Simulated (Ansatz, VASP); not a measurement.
## NiO: VASP beside Ansatz

INCAR

```
SYSTEM = NiO
ALGO = Normal
EDIFF = 1E-6
ENCUT = 600
GGA = PE
GGA_COMPAT = .False.
ISIF = 2
ISMEAR = -1
ISPIN = 2
LASPH = .True.
LCHARG = .False.
LMAXMIX = 4
LORBIT = 11
LREAL = .False.
LWAVE = .False.
MAGMOM = 1 0
NBANDS = 23
NELM = 200
PREC = Accurate
SIGMA = 0.05
```

Contents of KPOINTS:

```
k-points
0
Gamma
  10 10 10
  0 0 0
```

File POSCAR:

```
NiO
1.0
    0.0000000000      2.3283352904      2.3283352904
    2.3283352904      0.0000000000      2.3283352904
    2.3283352904      2.3283352904      0.0000000000
Ni O
1 1
Direct
    0.0000000000      0.0000000000      0.0000000000
    0.2500000000      0.2500000000      0.2500000000
```

The input input.yaml:

```yaml
crystal:
  lattice:
    - [0.0, 2.3283352904, 2.3283352904]
    - [2.3283352904, 0.0, 2.3283352904]
    - [2.3283352904, 2.3283352904, 0.0]
  atoms:
    - { symbol: Ni, position: [0.0, 0.0, 0.0], spin: 1.0 }
    - { symbol: O, position: [0.25, 0.25, 0.25] }
hamiltonian:
  xc: pbe
  pseudopotentials: { kind: paw }
magnetization:
  spin_polarized: true
kpoints:
  mp_grid: { grid: [10, 10, 10] }
scf:
  occupations: { method: fermi_dirac, width: 0.05 }
output:
  forces: true
  stress: true
  eigenvalues: true
```

Alike in both runs: task single point; functional PBE; k mesh 10 × 10 × 10; occupations fermi-dirac, width 0.05 eV; collinear spin.

|  | VASP | Ansatz |
| --- | --- | --- |
| version | VASP 6.6.1 | Ansatz 0.2.0 |
| potentials or method | VASP PAW PBE potentials, release 64 (Ni_sv_GW, O) | Ansatz PAW |
| plane-wave cutoff (eV) | 600 | 420 |
| valence electrons in the cell | 24 | 24 |

Ansatz gave:

| Quantity | Value |
| --- | --- |
| gap on the k mesh at the Fermi level (eV) | none |
| pressure (GPa) | -13.1 |
| net moment per atom (μB) | 1.00 |
| size of the moment on the site where the two differ most (μB) | 1.52 |

Question: Which values does VASP return?

Answer: gap on the k mesh at the Fermi level (eV): none; pressure (GPa): -14.8; net moment per atom (μB): 1.00; size of the moment on the site where the two differ most (μB): 1.57.

Site moments also hang on the region over which each program counts them. A gap of «none» marks a metal or a gap that the smearing closes. The functional is the same, so the differences come from potentials, cutoffs and numerics.
